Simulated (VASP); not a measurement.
# Cu3Sn2 (R-3m) in VASP: notebook, part 2 of 3

VASP 6.6.1. The steps go on from the part before.

## (3) Relaxation of cell and atoms, PBE

This run uses another cell than the first one, of 25.19 Å³/atom.

File INCAR:

```
SYSTEM = Cu3Sn2
PREC     = Accurate       ! precision mode
ENCUT    = 600            ! plane-wave cutoff, eV
EDIFF    = 1E-7           ! SCF threshold, eV
ISMEAR   = 0              ! smearing method
SIGMA    = 0.1            ! smearing width, eV
LREAL    = .False.        ! projectors in reciprocal space
LASPH    = .True.         ! aspherical terms in the spheres
NELM     = 60             ! most SCF steps
ALGO     = Normal         ! electronic algorithm
ISIF     = 3              ! what is computed and relaxed
LWAVE    = .False.        ! write WAVECAR
LCHARG   = .False.        ! write CHGCAR
GGA      = PE             ! functional
IBRION   = 2              ! ionic algorithm
NSW      = 90             ! ionic steps
EDIFFG   = -0.04          ! ionic threshold
```

File KPOINTS:

```
Automatic mesh
0
Gamma
  3 3 3
  0 0 0
```

File POSCAR:

```
Cu3Sn2
1.0
    3.5737248400      2.0632910000      2.8470994700
   -3.5737248400      2.0632910000      2.8470994700
    0.0000000000     -4.1265820000      2.8470994700
Cu Sn
3 2
Direct
    0.0000000000      0.5000000000      0.0000000000
    0.0000000000      0.0000000000      0.5000000000
    0.5000000000      0.0000000000      0.0000000000
    0.8187567600      0.8187567600      0.8187567600
    0.1812432400      0.1812432400      0.1812432400
```

Potentials or basis: VASP PAW PBE potentials, release 64 (Cu, Sn_d).

Launch:

```
> cat potpaw_PBE.64/Cu/POTCAR potpaw_PBE.64/Sn_d/POTCAR > POTCAR
> mpirun -np 1 vasp_std > vasp.out
```

OUTCAR:

```text
SYSTEM = Cu3Sn2
   PREC = Accurate
   ENCUT = 600
   EDIFF = 1E-7
   ISMEAR = 0
   LREAL = .False.
   LASPH = .True.
   NELM = 60
   ISIF = 3
   GGA = PE
   IBRION = 2
   NSW = 90
   EDIFFG = -0.04

 ion  position               nearest neighbor table
   1  0.000  0.500  0.000-   4 2.07   5 2.07
   2  0.000  0.000  0.500-   4 2.07   5 2.07
   3  0.500  0.000  0.000-   4 2.07   5 2.07
   4  0.819  0.819  0.819-   1 2.07   3 2.07   2 2.07   5 3.10
   5  0.181  0.181  0.181-   1 2.07   3 2.07   2 2.07   4 3.10

  LATTYP: Found a trigonal (rhomboedric) cell.
 ALAT       =     5.0134473543
 COS(alpha) =    -0.0162470541

  Lattice vectors:

 A1 = (   3.5737248400,   2.0632910000,   2.8470994700)
 A2 = (  -3.5737248400,   2.0632910000,   2.8470994700)
 A3 = (   0.0000000000,  -4.1265820000,   2.8470994700)
[... 171 lines left out ...]
  Total       44.2920307     44.2920307     -0.9762023     -0.0000000     -0.0000000      0.0000000
  in kB      563.3790443    563.3790452    -12.4169500     -0.0000000     -0.0000000      0.0000000
  external PRESSURE =     371.4470465 kB  Pullay stress =       0.0000000 kB
[... 583 lines left out ...]
     35       9.1438      0.00000
     36       9.7853      0.00000

[... ionic steps 4 to 35 ...]

--------------------------------------- Ionic step       36  -------------------------------------------

 number of electron      60.9999985 magnetization

------------------------ aborting loop because EDIFF is reached ----------------------------------------
[... 73 lines left out ...]
--------------------------------------- Ionic step       38  -------------------------------------------

 number of electron      60.9999988 magnetization

 Free energy of the ion-electron system (eV)
  ---------------------------------------------------
  ext. energy  EPLUGINS =         0.00000000
  ---------------------------------------------------
  free energy    TOTEN  =       -15.61391238 eV

  energy without entropy =      -15.60351204  energy(sigma->0) =      -15.60871221

 E-fermi :   4.6072     XC(G=0):  -9.6304

 val. band max:        4.4151701248   @ k =   0.3333   0.0000   0.0000
 cond. band min:       4.6540736391   @ k =  -0.3333   0.3333   0.3333
 fundamental gap:      0.2389035142
 Fermi energy:         4.6071612452
[... 264 lines left out ...]
  FREE ENERGIE OF THE ION-ELECTRON SYSTEM (eV)
  ---------------------------------------------------
  free  energy   TOTEN  =       -15.6139123843 eV

  energy  without entropy=      -15.6035120359  energy(sigma->0) =      -15.60871221

 reached required accuracy - stopping structural energy minimisation
```

OSZICAR:

```text
N       E                     dE             d eps       ncg     rms          rms(c)
DAV:   1     0.619367741274E+03    0.61937E+03   -0.31291E+04   432   0.276E+03
DAV:   2     0.825804310194E+02   -0.53679E+03   -0.52858E+03   432   0.612E+02
DAV:   3    -0.427869968249E+01   -0.86859E+02   -0.84906E+02   476   0.253E+02
[... 499 lines left out ...]
DAV:   4    -0.156139610686E+02    0.24303E-02   -0.58431E-03   628   0.853E-01    0.884E-02
DAV:   5    -0.156139157757E+02    0.45293E-04   -0.15727E-03   552   0.571E-01    0.296E-02
DAV:   6    -0.156139127531E+02    0.30226E-05   -0.15944E-04   612   0.173E-01    0.107E-02
DAV:   7    -0.156139123017E+02    0.45144E-06   -0.76519E-06   620   0.340E-02    0.430E-03
DAV:   8    -0.156139123843E+02   -0.82594E-07   -0.92102E-07   492   0.907E-03
  38 F= -.15613912E+02 E0= -.15608712E+02  d E =-.275971E-02
```

CONTCAR:

```text
Cu3Sn2
   1.00000000000000
     4.3171572843777044    2.4925119228707038    1.8659776352570656
    -4.3171572843777044    2.4925119228707038    1.8659776352570656
    -0.0000000000000002   -4.9850238457414076    1.8659776352570656
  Cu              Sn
     3     2
Direct
     0.0000000000000000    0.5000000000000000    0.0000000000000000
     0.0000000000000000    0.0000000000000000    0.5000000000000000
     0.5000000000000000    0.0000000000000000    0.0000000000000000
     0.7488149824151513    0.7488149824151513    0.7488149824151513
     0.2511850175848485    0.2511850175848485    0.2511850175848485

  0.00000000E+00  0.00000000E+00  0.00000000E+00
  0.00000000E+00  0.00000000E+00  0.00000000E+00
  0.00000000E+00  0.00000000E+00  0.00000000E+00
  0.00000000E+00  0.00000000E+00  0.00000000E+00
  0.00000000E+00  0.00000000E+00  0.00000000E+00
```

Wall time 16 min (1 thread of Intel Xeon Platinum 8488C (Sapphire Rapids), shared host); peak memory 0.26 GiB.

Results:

- Free energy: -15.6139 eV
- Relaxed volume: 24.09 Å³/atom
- Relaxed cell: a = 5.323 Å, b = 5.323 Å, c = 5.323 Å, α = 108.40°, β = 108.40°, γ = 108.40°
- Space group after relaxing (to 0.1 Å): R-3m (No. 166)
- Energy gained by relaxing: 1700.3 meV/atom
- Ionic steps: 38
- Pressure after relaxing: -0.1 GPa
- Band gap on the k mesh: zero (an odd number of electrons rules out a gap without spin polarisation)

The path:
```csv
step,energy change (eV),largest force (eV/Å),pressure (GPa),volume (Å³)
1,0.0000,1.2048,37.14,125.96
2,-4.9593,0.7702,-4.96,254.21
3,-6.9650,0.3800,-1.07,184.73
4,-6.9649,0.3662,-0.85,183.45
5,-7.0618,0.1199,-0.64,178.58
6,-7.1304,0.4524,-0.17,171.99
7,-7.1318,0.5934,-0.05,170.80
8,-7.1742,0.6190,-0.28,168.54
9,-7.3099,0.7529,-1.04,161.55
10,-7.7416,1.3489,-2.93,146.72
11,-5.3320,8.3626,11.86,113.55
12,-7.3166,3.4711,-0.82,144.50
13,-7.7861,4.0468,-0.56,129.54
14,-7.6082,2.9111,2.13,121.67
15,-7.7802,3.8384,0.41,125.64
16,-7.7433,3.5880,0.96,124.14
17,-7.7458,3.5119,1.01,124.03
18,-7.7507,3.2770,1.06,123.69
19,-7.7471,2.7758,1.25,123.01
20,-7.7512,3.1177,1.10,123.46
21,-7.7573,3.0949,1.11,123.48
22,-7.7755,3.0278,1.00,123.52
23,-7.8109,2.8962,0.85,123.62
24,-7.8776,2.6443,0.58,123.80
25,-7.9957,2.1825,0.09,124.16
26,-8.1780,1.4192,-0.78,124.84
27,-8.3868,0.4272,-2.03,126.11
28,-8.3974,0.5844,-2.44,128.21
29,-8.4390,0.3262,-2.52,127.42
30,-8.4410,0.1710,-2.41,127.06
31,-8.4415,0.2049,-2.49,127.14
32,-8.4591,0.1679,-2.13,126.08
33,-8.4931,0.0510,-0.98,122.93
34,-8.4635,0.2219,1.89,116.77
35,-8.4987,0.0167,-0.30,121.25
36,-8.4987,0.0232,-0.22,121.10
37,-8.4998,0.0166,-0.20,120.93
38,-8.5015,0.0011,-0.09,120.47
```

Final structure:
```
CELL_PARAMETERS angstrom
4.31716 2.49251 1.86598
-4.31716 2.49251 1.86598
0.00000 -4.98502 1.86598
ATOMIC_POSITIONS crystal
Cu 0.00000 0.50000 0.00000
Cu 0.00000 0.00000 0.50000
Cu 0.50000 0.00000 0.00000
Sn 0.74882 0.74882 0.74882
Sn 0.25118 0.25118 0.25118
```

Caveat: the k points lie up to 0.47 Å⁻¹ apart in the final cell, too coarse for converged energies and pressures of a metal; spin-orbit coupling is left out, which moves the levels of the heavy elements.

## (4) Single point, PBE

This run uses another cell than the first one, of 24.19 Å³/atom.

File INCAR:

```
SYSTEM = Cu3Sn2
PREC = Accurate
ENCUT = 520
EDIFF = 1E-7
ISMEAR = 0
SIGMA = 0.1
LREAL = .False.
LASPH = .True.
NELM = 100
ALGO = Fast
ISIF = 2
LWAVE = .False.
LCHARG = .True.
GGA = PE
LELF = .True.
LVHAR = .True.
NBANDS = 38
```

File KPOINTS:

```
Automatic mesh
0
Gamma
  6 6 6
  0 0 0
```

File POSCAR:

```
Cu3Sn2
1.0
    4.2653453558      2.4625982894      1.9189457267
   -4.2653453558      2.4625982894      1.9189457267
    0.0000000000     -4.9251965787      1.9189457267
Cu Sn
3 2
Direct
    0.0000000000      0.5000000000      0.0000000000
    0.0000000000      0.0000000000      0.5000000000
    0.5000000000      0.0000000000      0.0000000000
    0.7432179276      0.7432179276      0.7432179276
    0.2567820724      0.2567820724      0.2567820724
```

Potentials or basis: VASP PAW PBE potentials, release 64 (Cu, Sn_d).

Launch:

```
> cat potpaw_PBE.64/Cu/POTCAR potpaw_PBE.64/Sn_d/POTCAR > POTCAR
> mpirun -np 1 vasp_std > vasp.out
```

OUTCAR:

```text
SYSTEM = Cu3Sn2
   PREC = Accurate
   ENCUT = 520
   EDIFF = 1E-7
   ISMEAR = 0
   LREAL = .False.
   LASPH = .True.
   NELM = 100
   ISIF = 2
   GGA = PE

 ion  position               nearest neighbor table
   1  0.000  0.500  0.000-   4 2.52   5 2.52
   2  0.000  0.000  0.500-   4 2.52   5 2.52
   3  0.500  0.000  0.000-   4 2.52   5 2.52
   4  0.743  0.743  0.743-   1 2.52   3 2.52   2 2.52   5 2.80   5 2.96
   5  0.257  0.257  0.257-   1 2.52   3 2.52   2 2.52   4 2.80   4 2.96

[... 1188 lines left out ...]
  --------------------------------------------------------------------------------------
  -------------------------------------------------------------------------------------
  Total        0.1700077      0.1700077     -0.0016909      0.0000000     -0.0000000      0.0000000
  in kB        2.2522538      2.2522538     -0.0224011      0.0000000     -0.0000000      0.0000000
  external PRESSURE =       1.4940355 kB  Pullay stress =       0.0000000 kB

 VOLUME and BASIS-vectors are now :
 -----------------------------------------------------------------------------
  energy-cutoff  :      520.00
  volume of cell :      120.94
      direct lattice vectors                 reciprocal lattice vectors
     4.265345356  2.462598289  1.918945727     0.117223802  0.067679194  0.173706493
    -4.265345356  2.462598289  1.918945727    -0.117223802  0.067679194  0.173706493
     0.000000000 -4.925196579  1.918945727     0.000000000 -0.135358387  0.173706493

 POSITION                                       TOTAL-FORCE (eV/Angst)
 -----------------------------------------------------------------------------------
     -2.13267      1.23130      0.95947         0.000000      0.000000     -0.000000
      0.00000     -2.46260      0.95947        -0.000000      0.000000     -0.000000
      2.13267      1.23130      0.95947        -0.000000     -0.000000     -0.000000
      0.00000      0.00000      4.27858        -0.000000     -0.000000     -0.037338
      0.00000      0.00000      1.47825        -0.000000      0.000000      0.037338
 -----------------------------------------------------------------------------------
    total drift:                               -0.000000     -0.000000      0.000000

  FREE ENERGIE OF THE ION-ELECTRON SYSTEM (eV)
  ---------------------------------------------------
  free  energy   TOTEN  =       -15.6890246498 eV

  energy  without entropy=      -15.6806168920  energy(sigma->0) =      -15.68482077
```

OSZICAR:

```text
N       E                     dE             d eps       ncg     rms          rms(c)
DAV:   1     0.578759384527E+03    0.57876E+03   -0.28096E+04  2438   0.240E+03
DAV:   2     0.655840519205E+02   -0.51318E+03   -0.50156E+03  2432   0.557E+02
DAV:   3    -0.138967763612E+02   -0.79481E+02   -0.76660E+02  2650   0.220E+02
[... 10 lines left out ...]
RMM:  14    -0.156890216220E+02   -0.47020E-05   -0.64472E-05  4440   0.491E-02    0.385E-03
RMM:  15    -0.156890232580E+02   -0.16359E-05   -0.21772E-05  4390   0.247E-02    0.180E-03
RMM:  16    -0.156890242308E+02   -0.97281E-06   -0.70679E-06  4011   0.141E-02    0.179E-03
RMM:  17    -0.156890245401E+02   -0.30929E-06   -0.32994E-06  3537   0.826E-03    0.201E-03
RMM:  18    -0.156890246529E+02   -0.11281E-06   -0.11354E-06  2018   0.521E-03    0.234E-03
RMM:  19    -0.156890246498E+02    0.31014E-08   -0.58010E-07  1711   0.418E-03
   1 F= -.15689025E+02 E0= -.15684821E+02  d E =-.840776E-02
```

stdout:

```text
POSCAR found type information on POSCAR CuSn
 POSCAR found :  2 types and       5 ions
 scaLAPACK will be used
 LDA part: xc-table for (Slater+PW92), standard interpolation
 POSCAR, INCAR and KPOINTS ok, starting setup
 FFT: planning ... GRIDC
 FFT: planning ... GRID_SOFT
 FFT: planning ... GRID
 WAVECAR not read
 entering main loop
 num prob RMM:  19    -0.156890246498E+02    0.31014E-08   -0.58010E-07  1711   0.418E-03
```

It took 3.3 min on 1 thread of Intel Xeon Platinum 8488C (Sapphire Rapids), shared host; peak memory 0.31 GiB.

What came out:

| Quantity | Value |
| --- | --- |
| Free energy | -15.6890 eV |
| Pressure | 0.1 GPa |
| Largest force | 0.037 eV/Å |
| Band gap on the k mesh | zero (an odd number of electrons rules out a gap without spin polarisation) |

Forces on the atoms (eV/Å):
```
Cu   0.000  0.000  0.000
Cu   0.000  0.000  0.000
Cu   0.000  0.000  0.000
Sn   0.000  0.000 -0.037
Sn   0.000  0.000  0.037
```

Levels at points of the mesh, in eV from the Fermi level:
```csv
k point,band 29,band 30,band 31,band 32,band 33,band 34
"(0.00, 0.00, 0.00)",-1.36,-1.30,0.51,0.51,1.11,1.88
"(0.50, 0.00, 0.00)",-1.32,-0.56,-0.39,2.30,2.88,3.11
"(0.50, 0.50, 0.00)",-1.75,-0.95,-0.42,1.26,1.31,3.13
"(0.50, 0.50, 0.50)",-1.85,-1.35,-1.35,1.70,2.24,3.60
```

Caveat: spin-orbit coupling is left out, which moves the levels of the heavy elements.

[end of part 2 of 3]

The gap in the log of VASP goes by the Fermi energy; the results here count the filled bands.